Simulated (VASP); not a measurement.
# Nb3BN4 (P-43m) in VASP: notebook, part 3 of 3

VASP 6.6.1.

## Step 5: Relaxation of cell and atoms, PBE

Contents of INCAR:

```
SYSTEM = Nb3BN4
PREC     = Accurate       ! precision mode
ENCUT    = 600            ! plane-wave cutoff, eV
EDIFF    = 1E-6           ! SCF threshold, eV
ISMEAR   = 0              ! smearing method
SIGMA    = 0.1            ! smearing width, eV
LREAL    = .False.        ! projectors in reciprocal space
LASPH    = .True.         ! aspherical terms in the spheres
NELM     = 60             ! most SCF steps
ALGO     = Normal         ! electronic algorithm
ISIF     = 3              ! what is computed and relaxed
LWAVE    = .False.        ! write WAVECAR
LCHARG   = .False.        ! write CHGCAR
GGA      = PE             ! functional
IBRION   = 2              ! ionic algorithm
NSW      = 90             ! ionic steps
EDIFFG   = -0.04          ! ionic threshold
```

Contents of KPOINTS:

```
regular mesh
0
Gamma
  4 4 4
  0 0 0
```

Contents of POSCAR:

```
Nb3BN4
1.0
    4.4889053600      0.0000000000      0.0000000000
    0.0000000000      4.4889053600      0.0000000000
    0.0000000000      0.0000000000      4.4889053600
Nb B N
3 1 4
Direct
    0.0000000000      0.5000000000      0.5000000000
    0.5000000000      0.5000000000      0.0000000000
    0.5000000000      0.0000000000      0.5000000000
    0.0000000000      0.0000000000      0.0000000000
    0.2526776800      0.7473223200      0.7473223200
    0.7473223200      0.7473223200      0.2526776800
    0.7473223200      0.2526776800      0.7473223200
    0.2526776800      0.2526776800      0.2526776800
```

The run is started by

```sh
cat potpaw_PBE.64/Nb_sv/POTCAR potpaw_PBE.64/B/POTCAR potpaw_PBE.64/N/POTCAR > POTCAR
mpirun -np 1 vasp_std > vasp.out
```

It took 4.9 min on 1 thread of Intel Xeon 6975P-C (Granite Rapids), shared host; peak memory 0.23 GiB.

Results (log left out):

* Free energy: -76.3735 eV
* Relaxed volume: 11.27 Å³/atom
* Relaxed cell: a = 4.484 Å, b = 4.484 Å, c = 4.484 Å, α = 90.00°, β = 90.00°, γ = 90.00°
* Space group after relaxing (to 0.1 Å): P-43m (No. 215)
* Pressure after relaxing: 0.0 GPa
* Band gap on the k mesh: zero (bands 31 and 32 overlap by 0.98 eV)

Final structure:
```
CELL_PARAMETERS angstrom
4.48409 0.00000 0.00000
0.00000 4.48409 0.00000
0.00000 0.00000 4.48409
ATOMIC_POSITIONS crystal
Nb 0.00000 0.50000 0.50000
Nb 0.50000 0.50000 0.00000
Nb 0.50000 0.00000 0.50000
B 0.00000 0.00000 0.00000
N 0.20199 0.79801 0.79801
N 0.79801 0.79801 0.20199
N 0.79801 0.20199 0.79801
N 0.20199 0.20199 0.20199
```

Levels at points of the mesh, in eV from the Fermi level:
| k point | band 27 | band 28 | band 29 | band 30 | band 31 | band 32 | band 33 | band 34 | band 35 | band 36 |
| --- | --- | --- | --- | --- | --- | --- | --- | --- | --- | --- |
| (0.00, 0.00, 0.00) | -2.03 | -2.03 | -2.03 | 0.39 | 0.39 | 0.39 | 1.23 | 1.23 | 2.45 | 3.04 |
| (0.50, 0.00, 0.00) | -2.82 | -2.82 | -1.44 | -0.71 | -0.71 | -0.28 | -0.20 | 1.88 | 2.06 | 2.26 |
| (0.50, 0.50, 0.00) | -3.56 | -3.34 | -0.75 | -0.26 | -0.26 | -0.07 | 0.52 | 1.47 | 1.47 | 2.75 |
| (0.50, 0.50, 0.50) | -3.66 | -3.66 | 0.02 | 0.70 | 0.70 | 0.70 | 2.13 | 2.13 | 2.13 | 3.14 |

## Step 6: Relaxation of cell and atoms, PBE

This run uses another cell than the first one, of 11.28 Å³/atom.

Contents of INCAR:

```
  PREC = Accurate
  ENCUT = 600
  EDIFF = 1E-7
  ISMEAR = 0
  SIGMA = 0.1
  LREAL = F
  LASPH = T
  NELM = 100
  ALGO = Normal
  ISIF = 3
  LWAVE = F
  LCHARG = F
  GGA = PE
  IBRION = 2
  NSW = 100
  EDIFFG = -0.01
```

Contents of KPOINTS:

```
Automatic mesh
0
Gamma
  8 8 8
```

Contents of POSCAR:

```
Nb3BN4
1.0
    4.4855656642      0.0000000000      0.0000000000
    0.0000000000      4.4855656642      0.0000000000
    0.0000000000      0.0000000000      4.4855656642
Nb B N
3 1 4
Direct
    0.0000000000      0.5000000000      0.5000000000
    0.5000000000      0.5000000000      0.0000000000
    0.5000000000      0.0000000000      0.5000000000
    0.0000000000      0.0000000000      0.0000000000
    0.2020002386      0.7979997614      0.7979997614
    0.7979997614      0.7979997614      0.2020002386
    0.7979997614      0.2020002386      0.7979997614
    0.2020002386      0.2020002386      0.2020002386
```

Potentials or basis: VASP PAW PBE potentials, release 64 (Nb_sv, B, N).

The run is started by

```sh
cat potpaw_PBE.64/Nb_sv/POTCAR potpaw_PBE.64/B/POTCAR potpaw_PBE.64/N/POTCAR > POTCAR
mpirun -np 1 vasp_std > vasp.out
```

It took 2.4 min on 1 thread of Intel Xeon 6975P-C (Granite Rapids), shared host; peak memory 0.28 GiB.

The run converged. Its results:

| Property | Result |
| --- | --- |
| Free energy | -76.3724 eV |
| Relaxed volume | 11.26 Å³/atom |
| Relaxed cell | a = 4.483 Å, b = 4.483 Å, c = 4.483 Å, α = 90.00°, β = 90.00°, γ = 90.00° |
| Space group after relaxing (to 0.1 Å) | P-43m (No. 215) |
| Energy gained by relaxing | 0.0 meV/atom |
| Ionic steps | 3 |
| Pressure after relaxing | 0.0 GPa |
| Largest force after relaxing | 0.003 eV/Å |
| Band gap on the k mesh | zero (bands 31 and 32 overlap by 1.12 eV) |

Forces on the atoms (eV/Å):
```
Nb   0.000  0.000  0.000
Nb   0.000  0.000  0.000
Nb   0.000  0.000  0.000
B    0.000  0.000  0.000
N   -0.002  0.002  0.002
N    0.002  0.002 -0.002
N    0.002 -0.002  0.002
N   -0.002 -0.002 -0.002
```

Step by step:
```csv
step,energy change (eV),largest force (eV/Å),pressure (GPa),volume (Å³)
1,0.0000,0.0012,-0.48,90.25
2,0.0004,0.0070,0.76,89.81
3,-0.0003,0.0032,0.01,90.08
```

Final structure:
```yaml
crystal:
  lattice:
    - [4.48272, 0.00000, 0.00000]
    - [0.00000, 4.48272, 0.00000]
    - [0.00000, 0.00000, 4.48272]
  atoms:
    - { symbol: Nb, position: [0.00000, 0.50000, 0.50000] }
    - { symbol: Nb, position: [0.50000, 0.50000, 0.00000] }
    - { symbol: Nb, position: [0.50000, 0.00000, 0.50000] }
    - { symbol: B, position: [0.00000, 0.00000, 0.00000] }
    - { symbol: N, position: [0.20200, 0.79800, 0.79800] }
    - { symbol: N, position: [0.79800, 0.79800, 0.20200] }
    - { symbol: N, position: [0.79800, 0.20200, 0.79800] }
    - { symbol: N, position: [0.20200, 0.20200, 0.20200] }
```

Levels at points of the mesh, in eV from the Fermi level:
```tsv
k point	band 28	band 29	band 30	band 31	band 32	band 33	band 34	band 35
(0.00, 0.00, 0.00)	-2.04	-2.04	0.38	0.38	0.38	1.23	1.23	2.44
(0.50, 0.00, 0.00)	-2.83	-1.45	-0.72	-0.72	-0.29	-0.21	1.88	2.05
(0.50, 0.50, 0.00)	-3.35	-0.76	-0.27	-0.27	-0.08	0.51	1.46	1.46
(0.50, 0.50, 0.50)	-3.68	0.01	0.69	0.69	0.69	2.13	2.13	2.13
```

## Step 7: Overview

| task | cell | k mesh | cutoff (eV) | gap on the mesh (eV) | pressure (GPa) | relaxed volume (Å³/atom) | largest force (eV/Å) |
| --- | --- | --- | --- | --- | --- | --- | --- |
| single point | a = 4.489 Å, 8 atoms, atomic positions A | 4 × 4 × 4 | 520 | none | 31.8 | - | 4.52 |
| single point | a = 4.486 Å, 8 atoms, atomic positions B | 4 × 4 × 4 | 520 | none | -0.1 | - | - |
| single point | a = 4.486 Å, 8 atoms, atomic positions B | 8 × 8 × 8 | 520 | none | -0.4 | - | 0.02 |
| relaxation of cell and atoms | relaxed from a = 4.489 Å, 8 atoms, atomic positions A | 4 × 4 × 4 | 600 | none | 0.0 | 11.27 | - |
| relaxation of cell and atoms | relaxed from a = 4.486 Å, 8 atoms, atomic positions B | 8 × 8 × 8 | 600 | none | 0.0 | 11.26 | - |

Alike in all rows: level PBE; potentials or basis VASP PAW PBE potentials, release 64 (Nb_sv, B, N); no spin polarisation; smearing gaussian 0.1 eV.

Caveats: the cell stands under pressure (at least some runs); forces of over 1 eV/Å act on the atoms, so gaps and moduli don't describe the material at rest (at least some runs).

Total energies depend on the potentials used, so only differences within one code and one set of settings carry meaning.
